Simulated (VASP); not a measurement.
# As (Cmce) in VASP: single point with PBEsol

Aim: the single point of As with PBEsol.

Everything below comes from runs of VASP 6.6.1. Logs are shortened: lines on timing, memory, paths and dates and some standing lists are left out, and cuts for length are marked.

**1. The cell of the first run**

Symmetry: Cmce, No. 64, orthorhombic system. The conventional cell has a = 3.728 Å, b = 10.868 Å, c = 4.295 Å, α = 90.00°, β = 90.00°, γ = 90.00°. Within 3.3 Å of As (site symmetry m) lie 5 As at 2.48 to 3.22 Å.

**2. Single point, PBEsol**

The input, INCAR:

```
SYSTEM = As
PREC = Accurate
ENCUT = 520
EDIFF = 1E-6
ISMEAR = 0
SIGMA = 0.1
LREAL = .FALSE.
LASPH = .TRUE.
NELM = 80
ALGO = Normal
ISIF = 2
LWAVE = .FALSE.
LCHARG = .FALSE.
GGA = PS
NBANDS = 18
```

The input, KPOINTS:

```
Automatic mesh
0
G
  12 12 10
  0 0 0
```

The input, POSCAR:

```
As
1.0
    1.8640555056     -5.4338846848      0.0000000000
    1.8640555056      5.4338846848      0.0000000000
    0.0000000000      0.0000000000      4.2949072416
As
4
Direct
    0.1119108688      0.8880891312      0.0559111949
    0.6119108688      0.3880891312      0.4440888051
    0.8880891312      0.1119108688      0.9440888051
    0.3880891312      0.6119108688      0.5559111949
```

Potentials or basis: VASP PAW PBE potentials, release 64 (As).

Launch:

```console
$ cat potpaw_PBE.64/As/POTCAR > POTCAR
$ mpirun -np 1 vasp_std > vasp.out
```

OUTCAR:

```text
SYSTEM = As
   PREC = Accurate
   ENCUT = 520
   EDIFF = 1E-6
   ISMEAR = 0
   LREAL = .FALSE.
   LASPH = .TRUE.
   NELM = 80
   ISIF = 2
   GGA = PS

 ion  position               nearest neighbor table
   1  0.112  0.888  0.056-   3 2.48   2 2.50   2 2.50
   2  0.612  0.388  0.444-   4 2.48   1 2.50   1 2.50
   3  0.888  0.112  0.944-   1 2.48   4 2.50   4 2.50
   4  0.388  0.612  0.556-   2 2.48   3 2.50   3 2.50

  LATTYP: Found a base centered orthorhombic cell.
 ALAT       =     3.7281110112
 B/A-ratio  =     2.9150873826
 C/A-ratio  =     1.1520330883

  Lattice vectors:

 A1 = (   1.8640555056,  -5.4338846848,   0.0000000000)
 A2 = (   1.8640555056,   5.4338846848,   0.0000000000)
 A3 = (   0.0000000000,   0.0000000000,   4.2949072416)

Analysis of symmetry for initial positions (statically):
=====================================================================
 Subroutine PRICEL returns:
 Original cell was already a primitive cell.

 Routine SETGRP: Setting up the symmetry group for a
 base centered orthorhombic supercell.

 Subroutine GETGRP returns: Found  8 space group operations
 (whereof  4 operations were pure point group operations)
 out of a pool of  8 trial point group operations.

The static configuration has the point symmetry C_2h.
 The point group associated with its full space group is D_2h.

Analysis of symmetry for dynamics (positions and initial velocities):
=====================================================================
 Subroutine PRICEL returns:
 Original cell was already a primitive cell.

 Routine SETGRP: Setting up the symmetry group for a
 base centered orthorhombic supercell.

 Subroutine GETGRP returns: Found  8 space group operations
 (whereof  4 operations were pure point group operations)
 out of a pool of  8 trial point group operations.

The dynamic configuration has the point symmetry C_2h.
 The point group associated with its full space group is D_2h.

 Subroutine INISYM returns: Found  8 space group operations
 (whereof  4 operations are pure point group operations),
 and found     1 'primitive' translations

----------------------------------------------------------------------------------------

                                     Primitive cell

  volume of cell :      87.0068

  direct lattice vectors                    reciprocal lattice vectors
     1.864055506 -5.433884685  0.000000000     0.268232356 -0.092015203  0.000000000
     1.864055506  5.433884685  0.000000000     0.268232356  0.092015203  0.000000000
     0.000000000  0.000000000  4.294907242     0.000000000  0.000000000  0.232833899

  length of vectors
     5.744719810  5.744719810  4.294907242     0.283576082  0.283576082  0.232833899

  position of ions in fractional coordinates (direct lattice)
     0.111910869  0.888089131  0.055911195
     0.611910869  0.388089131  0.444088805
     0.888089131  0.111910869  0.944088805
     0.388089131  0.611910869  0.555911195

  ion indices of the primitive-cell ions
   primitive index   ion index
                 1           1
                 2           2
                 3           3
                 4           4

----------------------------------------------------------------------------------------

 KPOINTS: Automatic mesh

Automatic generation of k-mesh.
 Grid dimensions read from file:
 generate k-points for:   12   12   10

 Generating k-lattice:

  Cartesian coordinates                     Fractional coordinates (reciprocal lattice)
     0.022352696 -0.007667934  0.000000000     0.083333333  0.000000000  0.000000000
     0.022352696  0.007667934  0.000000000     0.000000000  0.083333333  0.000000000
     0.000000000  0.000000000  0.023283390     0.000000000  0.000000000  0.100000000

  Length of vectors
     0.023631340  0.023631340  0.023283390

  Shift w.r.t. Gamma in fractional coordinates (k-lattice)
     0.000000000  0.000000000  0.000000000

 Subroutine IBZKPT returns following result:
 ===========================================

 Found    258 irreducible k-points:

 Following reciprocal coordinates:
            Coordinates               Weight
  0.000000  0.000000  0.000000      1.000000
  0.083333  0.000000  0.000000      4.000000
  0.166667  0.000000  0.000000      4.000000
  0.250000  0.000000  0.000000      4.000000
  0.333333  0.000000  0.000000      4.000000
  0.416667  0.000000  0.000000      4.000000
[... 16 lines left out ...]
  0.500000  0.166667  0.000000      4.000000
 -0.416667  0.166667  0.000000      4.000000
 [... further k-points ...]
   k-points           NKPTS =    258   k-points in BZ     NKDIM =    258   number of bands    NBANDS=     18
   number of dos      NEDOS =    301   number of ions     NIONS =      4
   total plane-waves  NPLWV =  73728
   dimension x,y,z NGX =    48 NGY =   48 NGZ =   32
   dimension x,y,z NGXF=    96 NGYF=   96 NGZF=   64
   ions per type =               4
   NGX,Y,Z   is equivalent  to a cutoff of  13.89, 13.89, 12.39 a.u.
   NGXF,Y,Z  is equivalent  to a cutoff of  27.78, 27.78, 24.77 a.u.
 SYSTEM =  As
   PREC   = accura    normal or accurate (medium, high low for compatibility)
   ISTART =      0    job   : 0-new  1-cont  2-samecut
   ICHARG =      2    charge: 1-file 2-atom 10-const
   ISPIN  =      1    spin polarized calculation?
   LNONCOLLINEAR =      F non collinear calculations
   LSORBIT =      F    spin-orbit coupling
   LASPH  =      T    aspherical Exc in radial PAW
   ENCUT  =  520.0 eV  38.22 Ry    6.18 a.u.  10.68 10.68  7.99*2*pi/ulx,y,z
   NELM   =     80;   NELMIN=  2; NELMDL= -5     # of ELM steps
   EDIFF  = 0.1E-05   stopping-criterion for ELM
   LREAL  =      F    real-space projection
   EDIFFG = 0.1E-04   stopping-criterion for IOM
   NSW    =      0    number of steps for IOM
   IBRION =     -1    ionic relax: 0-MD 1-quasi-New 2-CG
   NFREE  =      0    steps in history (QN), initial steepest desc. (CG)
   ISIF   =      2    stress and relaxation
   ISYM   =      2    0-nonsym 1-usesym 2-fastsym
   POTIM  = 0.5000    time-step for ionic-motion
   TEBEG  =    0.0;   TEEND  =   0.0 temperature during run
   PSTRESS=    0.0 pullay stress
   NELECT =      20.0000    total number of electrons
   NUPDOWN=      -1.0000    fix difference up-down
   EMIN   =  10.00;   EMAX   =-10.00  energy-range for DOS
   EFERMI =   0.00;   METHOD = LEGACY
   ISMEAR =     0;   SIGMA  =   0.10  broadening in eV -4-tet -1-fermi 0-gaus
   EFERMI_NEDOS =   21; number of points for ismear=-14 and -15
   IALGO  =     38    algorithm
   IMIX   =      4    mixing-type and parameters
     AMIX     =   0.40;   BMIX     =  1.00
     AMIX_MAG =   1.60;   BMIX_MAG =  1.00
  volume/ion in A,a.u.               =      21.75       146.79
  Fermi-wavevector in a.u.,A,eV,Ry     =   1.002845  1.895102 13.683353  1.005698
  Thomas-Fermi vector in A             =   2.135359
   LORBIT       =      0    0 simple, 1 ext, 2 COOP (PROOUT), +10 PAW based schemes
   GGA     = PS    functional components
   LHFCALC =     F    Hartree Fock is set to
   AEXX    =    0.0000 exact exchange contribution
   IVDW    =     0    specifies the selected vdW correction
   LEPSILON=     F    determine dielectric tensor
   LRPA    =     F    only Hartree local field effects (RPA)
 non-spin polarized calculation
 Gauss-broadening in eV      SIGMA  =   0.10
  energy-cutoff  :      520.00
  volume of cell :       87.01
 maximum number of plane-waves:      2372
 NGX is ok and might be reduce to    48
   NGX = 21   NGY = 21   NGZ = 15

 number of electron      19.9999997 magnetization

 Free energy of the ion-electron system (eV)
  ---------------------------------------------------
  ext. energy  EPLUGINS =         0.00000000
  ---------------------------------------------------
  free energy    TOTEN  =       -20.25300649 eV

  energy without entropy =      -20.25168530  energy(sigma->0) =      -20.25234590

 E-fermi :   4.9417     XC(G=0): -10.0613

 val. band max:        4.9236998352   @ k =  -0.4167   0.4167   0.0000
 cond. band min:       4.9540282320   @ k =   0.5000   0.4167   0.1000
 fundamental gap:      0.0303283968
 Fermi energy:         4.9417257567

 k-point     1 :       0.0000    0.0000    0.0000
  band No.  band energies     occupation
      1      -9.9146      2.00000
      2      -6.9691      2.00000
      3      -4.2201      2.00000
      4      -1.2769      2.00000
      5      -0.9242      2.00000
      6       0.6704      2.00000
[... 10 lines left out ...]
     17      11.8278      0.00000
     18      11.9366      0.00000

 k-point     2 :       0.0833    0.0000    0.0000
  band No.  band energies     occupation
      1      -9.8427      2.00000
      2      -6.9177      2.00000
      3      -4.3277      2.00000
      4      -1.1978      2.00000
      5      -1.1876      2.00000
      6       0.7456      2.00000
[... 10 lines left out ...]
     17      11.1699      0.00000
     18      11.9401      0.00000

 k-point     3 :       0.1667    0.0000    0.0000
  band No.  band energies     occupation
      1      -9.6283      2.00000
      2      -6.7626      2.00000
      3      -4.6591      2.00000
      4      -1.8784      2.00000
      5      -0.9232      2.00000
      6       0.9667      2.00000
[... 10 lines left out ...]
     17      10.3522      0.00000
     18      11.8935      0.00000

 k-point     4 :       0.2500    0.0000    0.0000
  band No.  band energies     occupation
      1      -9.2748      2.00000
      2      -6.5015      2.00000
      3      -5.2094      2.00000
      4      -2.7242      2.00000
      5      -0.4945      2.00000
      6       1.0122      2.00000
[... 10 lines left out ...]
     17      10.7289      0.00000
     18      11.9120      0.00000

 k-point     5 :       0.3333    0.0000    0.0000
  band No.  band energies     occupation
      1      -8.7891      2.00000
      2      -6.1318      2.00000
      3      -5.9214      2.00000
      4      -3.5775      2.00000
      5       0.0764      2.00000
      6       1.1183      2.00000
[... 10 lines left out ...]
     17      12.0244      0.00000
     18      12.1284      0.00000

 k-point     6 :       0.4167    0.0000    0.0000
  band No.  band energies     occupation
      1      -8.1830      2.00000
      2      -6.7043      2.00000
      3      -5.6518      2.00000
      4      -4.3664      2.00000
      5       0.7389      2.00000
      6       1.3553      2.00000
[... 10 lines left out ...]
     17      12.5563      0.00000
     18      12.6257      0.00000

 k-point     7 :       0.5000    0.0000    0.0000
  band No.  band energies     occupation
      1      -7.4767      2.00000
      2      -7.4767      2.00000
      3      -5.0618      2.00000
      4      -5.0618      2.00000
      5       1.3136      2.00000
      6       1.3136      2.00000
[... 10 lines left out ...]
     17      12.8567      0.00000
     18      12.8567      0.00000

 k-point     8 :       0.0833    0.0833    0.0000
  band No.  band energies     occupation
      1      -9.6489      2.00000
      2      -6.6992      2.00000
      3      -4.6585      2.00000
      4      -1.8820      2.00000
      5      -1.0212      2.00000
      6       0.9208      2.00000
[... 10 lines left out ...]
     17      10.3063      0.00000
     18      12.2761      0.00000
[... 229 lines left out ...]
     17      11.9797      0.00000
     18      12.6294      0.00000

 k-point    20 :       0.2500    0.1667    0.0000
  band No.  band energies     occupation
      1      -8.2909      2.00000
      2      -6.5870      2.00000
      3      -5.3396      2.00000
      4      -4.6337      2.00000
      5       0.2271      2.00000
      6       1.3946      2.00000
[... 10 lines left out ...]
     17      11.9666      0.00000
     18      13.0247      0.00000

 k-point    21 :       0.3333    0.1667    0.0000
  band No.  band energies     occupation
      1      -7.6051      2.00000
      2      -7.3162      2.00000
      3      -5.4241      2.00000
      4      -4.6999      2.00000
      5       0.7739      2.00000
      6       1.7010      2.00000
[... 10 lines left out ...]
     17      12.2862      0.00000
     18      12.9592      0.00000

 k-point    22 :       0.4167    0.1667    0.0000
  band No.  band energies     occupation
      1      -7.9992      2.00000
      2      -6.8361      2.00000
      3      -6.0763      2.00000
      4      -4.0004      2.00000
      5       1.0883      2.00000
      6       1.4861      2.00000
[... 10 lines left out ...]
     17      12.8257      0.00000
     18      12.9387      0.00000

 k-point    23 :       0.5000    0.1667    0.0000
  band No.  band energies     occupation
      1      -8.6019      2.00000
      2      -6.5825      2.00000
      3      -6.0317      2.00000
      4      -3.2659      2.00000
      5       0.8568      2.00000
      6       1.0431      2.00000
[... 10 lines left out ...]
     17      11.9083      0.00000
     18      12.7492      0.00000

 k-point    24 :      -0.4167    0.1667    0.0000
  band No.  band energies     occupation
      1      -9.1004      2.00000
      2      -6.9434      2.00000
      3      -5.2713      2.00000
      4      -2.5331      2.00000
      5       0.2349      2.00000
      6       0.9739      2.00000
[... 10 lines left out ...]
     17      10.5578      0.00000
     18      11.9953      0.00000

 [... further k-points ...]
[... 5 lines left out ...]
  --------------------------------------------------------------------------------------
  -------------------------------------------------------------------------------------
  Total        0.2228513      0.2644144      0.2072919      0.0000000      0.0000000      0.0000000
  in kB        4.1036726      4.8690323      3.8171564      0.0000000      0.0000000      0.0000000
  external PRESSURE =       4.2632871 kB  Pullay stress =       0.0000000 kB

 VOLUME and BASIS-vectors are now :
 -----------------------------------------------------------------------------
  energy-cutoff  :      520.00
  volume of cell :       87.01
      direct lattice vectors                 reciprocal lattice vectors
     1.864055506 -5.433884685  0.000000000     0.268232356 -0.092015203  0.000000000
     1.864055506  5.433884685  0.000000000     0.268232356  0.092015203  0.000000000
     0.000000000  0.000000000  4.294907242     0.000000000  0.000000000  0.232833899

 POSITION                                       TOTAL-FORCE (eV/Angst)
 -----------------------------------------------------------------------------------
      1.86406      4.21766      0.24013         0.000000     -0.054575     -0.044631
      1.86406     -1.21622      1.90732         0.000000     -0.054575      0.044631
      1.86406     -4.21766      4.05477         0.000000      0.054575      0.044631
      1.86406      1.21622      2.38759         0.000000      0.054575     -0.044631
 -----------------------------------------------------------------------------------
    total drift:                                0.000000      0.000000      0.000000

  FREE ENERGIE OF THE ION-ELECTRON SYSTEM (eV)
  ---------------------------------------------------
  free  energy   TOTEN  =       -20.2530064920 eV

  energy  without entropy=      -20.2516853041  energy(sigma->0) =      -20.25234590
```

Run time: 9 min. Hardware: 1 thread of Intel Xeon 8259CL, shared host; peak memory 0.47 GiB.

What came out:

```
Free energy            : -20.2530 eV
Pressure               : 0.4 GPa
Largest force          : 0.071 eV/Å
Band gap on the k mesh : zero (band 10 reaches 5.13 eV, above the bottom of band 11 at 4.70 eV)
```

Forces in eV/Å, atoms in the order of the input:
```
As   0.000 -0.055 -0.045
As   0.000 -0.055  0.045
As   0.000  0.055  0.045
As   0.000  0.055 -0.045
```

Caveat: the PAW data sets were made with another functional, which shifts forces and pressure a little.
